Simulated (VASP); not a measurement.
# Mg15GaO16 (a cell with a defect) in VASP: a series of runs

Mg15GaO16 (a cell with a defect) is run at these levels: PBEsol; tasks: single point.

Program: VASP 6.6.1. These are calculated values, not measurements. Logs are shortened: lines on timing, memory, paths and dates and some standing lists are left out, and cuts for length are marked.

### 1 The cell of the first run

The cell holds a defect, 32 atoms: a = 7.299 Å, b = 7.299 Å, c = 7.299 Å, α = 109.47°, β = 109.47°, γ = 109.47°.

### 2 Single point, PBEsol

Contents of INCAR:

```
PREC     = Accurate       # precision mode
ENCUT    = 520            # plane-wave cutoff, eV
EDIFF    = 1E-6           # SCF threshold, eV
ISMEAR   = 0              # smearing method
SIGMA    = 0.02           # smearing width, eV
LREAL    = Auto         
LASPH    = T              # aspherical terms in the spheres
NELM     = 60             # most SCF steps
ALGO     = Normal         # electronic algorithm
ISIF     = 2              # what is computed and relaxed
LWAVE    = F              # write WAVECAR
LCHARG   = T              # write CHGCAR
GGA      = PS             # functional
LELF     = T              # ELF
LVHAR    = T            
NBANDS   = 92             # bands
NELECT   = 138.0
```

Contents of KPOINTS:

```
Automatic mesh
0
Gamma
  2 2 2
  0.5 0.5 0.5
```

Contents of POSCAR:

```
Mg15GaO16
1.0
   -4.2140464025      4.2140464025     -4.2140464025
    4.2140464025      4.2140464025      4.2140464025
    4.2140464025     -4.2140464025     -4.2140464025
Ga Mg O
1 15 16
Direct
    0.2500000000      0.7500000000      0.0000000000
   -0.0010699625      0.0010699625      0.0000000000
    0.5010699625      0.7500000000      0.7489300375
    0.7500000000      0.2500000000      0.0000000000
    0.2500000000      0.0010699625      0.7489300375
    0.5010699625      0.4989300375      0.0000000000
   -0.0010699625      0.2478600750      0.7489300375
    0.7500000000      0.7500000000      0.5000000000
    0.5010699625      0.0010699625      0.5021399250
    0.7478600750      0.4989300375      0.7489300375
   -0.0010699625      0.7500000000      0.2510699625
    0.2500000000      0.2500000000      0.5000000000
   -0.0010699625      0.4989300375      0.4978600750
    0.7521399250      0.0010699625      0.2510699625
    0.5010699625      0.2521399250      0.2510699625
    0.2500000000      0.4989300375      0.2510699625
    0.2500000000      0.5081687124      0.7581687124
    0.0081687124      0.7500000000      0.7581687124
    0.5000000000      0.5000000000      0.5000000000
    0.7500000000      0.0000000000      0.7500000000
    0.2500000000      0.7500000000      0.5000000000
    0.5000000000      0.2500000000      0.7500000000
    0.0000000000      0.0000000000      0.5000000000
    0.7500000000      0.5000000000      0.2500000000
    0.4918312876      0.7500000000      0.2418312876
    0.7500000000      0.2500000000      0.5000000000
    0.0081687124      0.5081687124      0.0000000000
    0.2500000000     -0.0081687124      0.2418312876
    0.0000000000      0.2500000000      0.2500000000
    0.7500000000      0.7500000000      0.0000000000
    0.4918312876     -0.0081687124      0.0000000000
    0.2500000000      0.2500000000      0.0000000000
```

Potentials or basis: VASP PAW PBE potentials, release 64 (Ga_d, Mg, O).

Run with:

```bash
cat potpaw_PBE.64/Ga_d/POTCAR potpaw_PBE.64/Mg/POTCAR potpaw_PBE.64/O/POTCAR > POTCAR
mpirun -np 1 vasp_std > vasp.out
```

OUTCAR:

```text
PREC = Accurate
   ENCUT = 520
   EDIFF = 1E-6
   ISMEAR = 0
   LREAL = Auto
   LASPH = T
   NELM = 60
   ISIF = 2
   GGA = PS
   NELECT = 138.0

 ion  position               nearest neighbor table
   1  0.250  0.750  0.000-  17 2.04  18 2.04  25 2.04  27 2.04  28 2.04  31 2.04   2 2.99   3 2.99
                             5 2.99   6 2.99  11 2.99  16 2.99  14 2.99  15 2.99   9 2.99  13 2.99
   2  0.999  0.001  0.000-  20 2.10  29 2.10  30 2.11  32 2.11  28 2.12  18 2.12   4 2.97   7 2.97
                            14 2.97   3 2.97  16 2.97  12 2.98   8 2.98  15 2.99  11 2.99   1 2.99
   3  0.501  0.750  0.749-  19 2.10  20 2.10  21 2.11  30 2.11  17 2.12  31 2.12   8 2.97   9 2.97
                            10 2.97   2 2.97  16 2.97   4 2.98  12 2.98  13 2.99  14 2.99   1 2.99
   4  0.750  0.250  0.000-  20 2.11  22 2.11  24 2.11  29 2.11  27 2.18  31 2.18   9 2.97  13 2.97
                             2 2.97   6 2.97  11 2.98  16 2.98   3 2.98   5 2.98  10 2.98  14 2.98
   5  0.250  0.001  0.749-  22 2.10  23 2.10  21 2.11  32 2.11  18 2.12  31 2.12  12 2.97   9 2.97
                             7 2.97  11 2.97   6 2.97   4 2.98   8 2.98  13 2.99   2 2.99   3 2.99
   6  0.501  0.499  0.000-  22 2.10  24 2.10  30 2.11  32 2.11  17 2.12  25 2.12   4 2.97  10 2.97
                            15 2.97  11 2.97   5 2.97   8 2.98  12 2.98  16 2.99  14 2.99   1 2.99
   7  0.999  0.248  0.749-  20 2.10  23 2.10  32 2.11  26 2.11  27 2.12  17 2.12   8 2.97   5 2.97
                             2 2.97   9 2.97  14 2.97  12 2.98   4 2.98  16 2.99   6 2.99   1 2.99
   8  0.750  0.750  0.500-  19 2.11  20 2.11  23 2.11  24 2.11  18 2.18  25 2.18   7 2.97  15 2.97
                            11 2.97   3 2.97   5 2.98  16 2.98  13 2.98  14 2.98   9 2.98  10 2.98
   9  0.501  0.001  0.502-  20 2.10  22 2.10  21 2.11  26 2.11  25 2.12  28 2.12   4 2.97   3 2.97
[... 17 lines left out ...]
  19  0.500  0.500  0.500-  10 2.10  15 2.10   3 2.10  16 2.10   8 2.11  12 2.11
  20  0.750  0.000  0.750-   7 2.10   9 2.10   2 2.10   3 2.10   8 2.11   4 2.11
  21  0.250  0.750  0.500-   9 2.11  13 2.11   3 2.11  11 2.11   5 2.11  16 2.11
  22  0.500  0.250  0.750-   9 2.10  10 2.10   5 2.10   6 2.10   4 2.11  12 2.11
[... 8 lines left out ...]
  31  0.492  0.992  0.000-   1 2.04   3 2.12   5 2.12  14 2.12  15 2.12   4 2.18
  32  0.250  0.250  0.000-   7 2.11  15 2.11   6 2.11   2 2.11   5 2.11  16 2.11

  LATTYP: Found a body centered cubic cell.
 ALAT       =     8.4280928050

  Lattice vectors:

 A1 = (  -4.2140464025,   4.2140464025,  -4.2140464025)
 A2 = (   4.2140464025,   4.2140464025,   4.2140464025)
 A3 = (   4.2140464025,  -4.2140464025,  -4.2140464025)

Analysis of symmetry for initial positions (statically):
=====================================================================
 Subroutine PRICEL returns:
 Original cell was already a primitive cell.

 Routine SETGRP: Setting up the symmetry group for a
 body centered cubic supercell.

 Subroutine GETGRP returns: Found 48 space group operations
 (whereof  4 operations were pure point group operations)
 out of a pool of 48 trial point group operations.

The static configuration has the point symmetry C_2v.
 The point group associated with its full space group is O_h .

Analysis of symmetry for dynamics (positions and initial velocities):
=====================================================================
 Subroutine PRICEL returns:
 Original cell was already a primitive cell.

 Routine SETGRP: Setting up the symmetry group for a
 body centered cubic supercell.

 Subroutine GETGRP returns: Found 48 space group operations
 (whereof  4 operations were pure point group operations)
 out of a pool of 48 trial point group operations.

The dynamic configuration has the point symmetry C_2v.
 The point group associated with its full space group is O_h .

 Subroutine INISYM returns: Found 48 space group operations
 (whereof  4 operations are pure point group operations),
 and found     1 'primitive' translations

----------------------------------------------------------------------------------------

                                     Primitive cell

  volume of cell :     299.3353

  direct lattice vectors                    reciprocal lattice vectors
    -4.214046403  4.214046403 -4.214046403     0.000000000  0.118650805 -0.118650805
     4.214046403  4.214046403  4.214046403     0.118650805  0.118650805  0.000000000
     4.214046403 -4.214046403 -4.214046403     0.118650805  0.000000000 -0.118650805

  length of vectors
     7.298942475  7.298942475  7.298942475     0.167797578  0.167797578  0.167797578

  position of ions in fractional coordinates (direct lattice)
[... 80 lines left out ...]
     0.059325403  0.059325403  0.000000000     0.000000000  0.500000000  0.000000000
     0.059325403  0.000000000 -0.059325403     0.000000000  0.000000000  0.500000000

  Length of vectors
     0.083898789  0.083898789  0.083898789

  Shift w.r.t. Gamma in fractional coordinates (k-lattice)
     0.500000000  0.500000000  0.500000000

 Subroutine IBZKPT returns following result:
 ===========================================

 Found      2 irreducible k-points:

 Following reciprocal coordinates:
            Coordinates               Weight
  0.250000  0.250000  0.250000      2.000000
 -0.250000  0.250000  0.250000      6.000000
   k-points           NKPTS =      2   k-points in BZ     NKDIM =      2   number of bands    NBANDS=     92
   number of dos      NEDOS =    301   number of ions     NIONS =     32
   total plane-waves  NPLWV = 157464
   dimension x,y,z NGX =    54 NGY =   54 NGZ =   54
   dimension x,y,z NGXF=   108 NGYF=  108 NGZF=  108
   ions per type =               1  15  16
   NGX,Y,Z   is equivalent  to a cutoff of  12.30, 12.30, 12.30 a.u.
   NGXF,Y,Z  is equivalent  to a cutoff of  24.60, 24.60, 24.60 a.u.
 SYSTEM =  unknown system
   PREC   = accura    normal or accurate (medium, high low for compatibility)
   ISTART =      0    job   : 0-new  1-cont  2-samecut
   ICHARG =      2    charge: 1-file 2-atom 10-const
   ISPIN  =      1    spin polarized calculation?
   LNONCOLLINEAR =      F non collinear calculations
   LSORBIT =      F    spin-orbit coupling
   LASPH  =      T    aspherical Exc in radial PAW
   ENCUT  =  520.0 eV  38.22 Ry    6.18 a.u.  13.57 13.57 13.57*2*pi/ulx,y,z
   NELM   =     60;   NELMIN=  2; NELMDL= -5     # of ELM steps
   EDIFF  = 0.1E-05   stopping-criterion for ELM
   LREAL  =      T    real-space projection
   EDIFFG = 0.1E-04   stopping-criterion for IOM
   NSW    =      0    number of steps for IOM
   IBRION =     -1    ionic relax: 0-MD 1-quasi-New 2-CG
   NFREE  =      0    steps in history (QN), initial steepest desc. (CG)
   ISIF   =      2    stress and relaxation
   ISYM   =      2    0-nonsym 1-usesym 2-fastsym
   POTIM  = 0.5000    time-step for ionic-motion
   TEBEG  =    0.0;   TEEND  =   0.0 temperature during run
   PSTRESS=    0.0 pullay stress
   NELECT =     138.0000    total number of electrons
   NUPDOWN=      -1.0000    fix difference up-down
   EMIN   =  10.00;   EMAX   =-10.00  energy-range for DOS
   EFERMI =   0.00;   METHOD = LEGACY
   ISMEAR =     0;   SIGMA  =   0.02  broadening in eV -4-tet -1-fermi 0-gaus
   EFERMI_NEDOS =   21; number of points for ismear=-14 and -15
   IALGO  =     38    algorithm
   IMIX   =      4    mixing-type and parameters
     AMIX     =   0.40;   BMIX     =  1.00
     AMIX_MAG =   1.60;   BMIX_MAG =  1.00
  volume/ion in A,a.u.               =       9.35        63.13
  Fermi-wavevector in a.u.,A,eV,Ry     =   1.264684  2.389905 21.761492  1.599425
  Thomas-Fermi vector in A             =   2.397976
   LORBIT       =      0    0 simple, 1 ext, 2 COOP (PROOUT), +10 PAW based schemes
   GGA     = PS    functional components
   LHFCALC =     F    Hartree Fock is set to
   AEXX    =    0.0000 exact exchange contribution
   IVDW    =     0    specifies the selected vdW correction
   LEPSILON=     F    determine dielectric tensor
   LRPA    =     F    only Hartree local field effects (RPA)
 non-spin polarized calculation
 Gauss-broadening in eV      SIGMA  =   0.02
  energy-cutoff  :      520.00
  volume of cell :      299.34
 maximum number of plane-waves:      8088
 NGX is ok and might be reduce to    54
   NGX = 27   NGY = 27   NGZ = 27

 number of electron     138.0000039 magnetization

 Free energy of the ion-electron system (eV)
  ---------------------------------------------------
  ext. energy  EPLUGINS =         0.00000000
  ---------------------------------------------------
  free energy    TOTEN  =      -205.11094636 eV

  energy without entropy =     -205.11094636  energy(sigma->0) =     -205.11094636

 E-fermi :   3.0965     XC(G=0): -11.3786

 val. band max:        2.9336609895   @ k =  -0.2500   0.2500   0.2500
 cond. band min:       8.3778640910   @ k =  -0.2500   0.2500   0.2500
 fundamental gap:      5.4442031015
 Fermi energy:         3.0964644736

 k-point     1 :       0.2500    0.2500    0.2500
  band No.  band energies     occupation
      1     -13.9630      2.00000
      2     -13.4578      2.00000
      3     -13.4578      2.00000
      4     -13.4578      2.00000
      5     -13.0797      2.00000
      6     -13.0797      2.00000
[... 73 lines left out ...]
     80      12.7015      0.00000
     81      12.7015      0.00000

 k-point     2 :      -0.2500    0.2500    0.2500
  band No.  band energies     occupation
      1     -14.0755      2.00000
      2     -13.4447      2.00000
      3     -13.2481      2.00000
      4     -13.2370      2.00000
      5     -13.2370      2.00000
      6     -13.1094      2.00000
[... 73 lines left out ...]
     80      12.7627      0.00000
     81      13.0444      0.00000
 [bands above 81 left out]

------------------------ aborting loop because EDIFF is reached ----------------------------------------

  FORCE on cell =-STRESS in cart. coord.  units (eV):
  Direction    XX          YY          ZZ          XY          YZ          ZX
  --------------------------------------------------------------------------------------
  -------------------------------------------------------------------------------------
  Total       -9.8538906     -9.8538906     -9.8538906     -0.0000000     -0.0000000     -0.0000000
  in kB      -52.7424604    -52.7424604    -52.7424604     -0.0000000     -0.0000000     -0.0000000
  external PRESSURE =     -52.7424604 kB  Pullay stress =       0.0000000 kB

 VOLUME and BASIS-vectors are now :
 -----------------------------------------------------------------------------
  energy-cutoff  :      520.00
  volume of cell :      299.34
      direct lattice vectors                 reciprocal lattice vectors
    -4.214046403  4.214046403 -4.214046403     0.000000000  0.118650805 -0.118650805
     4.214046403  4.214046403  4.214046403     0.118650805  0.118650805  0.000000000
     4.214046403 -4.214046403 -4.214046403     0.118650805  0.000000000 -0.118650805

 POSITION                                       TOTAL-FORCE (eV/Angst)
 -----------------------------------------------------------------------------------
      2.10702      4.21405      2.10702         0.000000      0.000000      0.000000
     -4.20503      4.21405     -4.20503         0.004840      0.000000      0.004840
      4.20503      2.11604     -2.10702        -0.004840      0.004840      0.000000
     -2.10702      4.21405     -2.10702         0.000000      0.000000      0.000000
      2.10702     -2.09801     -4.20503         0.000000      0.004840      0.004840
     -0.00902      4.21405     -0.00902        -0.004840      0.000000     -0.004840
[... 24 lines left out ...]
      2.10702      6.25222      2.10702         0.000000      0.051938      0.000000
      0.00000      2.10702      0.00000         0.000000      0.000000      0.000000
 -----------------------------------------------------------------------------------
    total drift:                               -0.000000      0.000000      0.000000

  FREE ENERGIE OF THE ION-ELECTRON SYSTEM (eV)
  ---------------------------------------------------
  free  energy   TOTEN  =      -205.1109463620 eV

  energy  without entropy=     -205.1109463620  energy(sigma->0) =     -205.11094636
```

Wall time 2.7 min (1 thread of Intel Xeon Platinum 8259CL at 2.50GHz (Skylake/Cascade Lake), shared host); peak memory 0.4 GiB.

What came out:

```
Free energy   : -205.1109 eV
Largest force : 0.052 eV/Å
```

Forces on the atoms (eV/Å):
```
Ga   0.000  0.000  0.000
Mg   0.005  0.000  0.005
Mg  -0.005  0.005  0.000
Mg   0.000  0.000  0.000
Mg   0.000  0.005  0.005
Mg  -0.005  0.000 -0.005
Mg  -0.005 -0.005  0.000
Mg   0.000  0.000  0.000
Mg   0.005  0.000 -0.005
Mg   0.000 -0.005  0.005
Mg   0.005 -0.005  0.000
Mg   0.000  0.000  0.000
Mg  -0.005  0.000  0.005
Mg   0.000  0.005 -0.005
Mg   0.005  0.005  0.000
Mg   0.000 -0.005 -0.005
O   -0.052  0.000  0.000
O    0.000  0.000  0.052
O    0.000  0.000  0.000
O    0.000  0.000  0.000
O    0.000  0.000  0.000
O    0.000  0.000  0.000
O    0.000  0.000  0.000
O    0.000  0.000  0.000
O    0.000  0.000 -0.052
O    0.000  0.000  0.000
O    0.000 -0.052  0.000
O    0.052  0.000  0.000
O    0.000  0.000  0.000
O    0.000  0.000  0.000
O    0.000  0.052  0.000
O    0.000  0.000  0.000
```

Caveat: the cell carries a net charge on a neutralising background, which shifts energy and pressure; the cell is charged against a uniform background, so pressure and absolute levels hang on convention; the PAW data sets were made with another functional, which shifts forces and pressure a little.

[end of part 1 of 2]
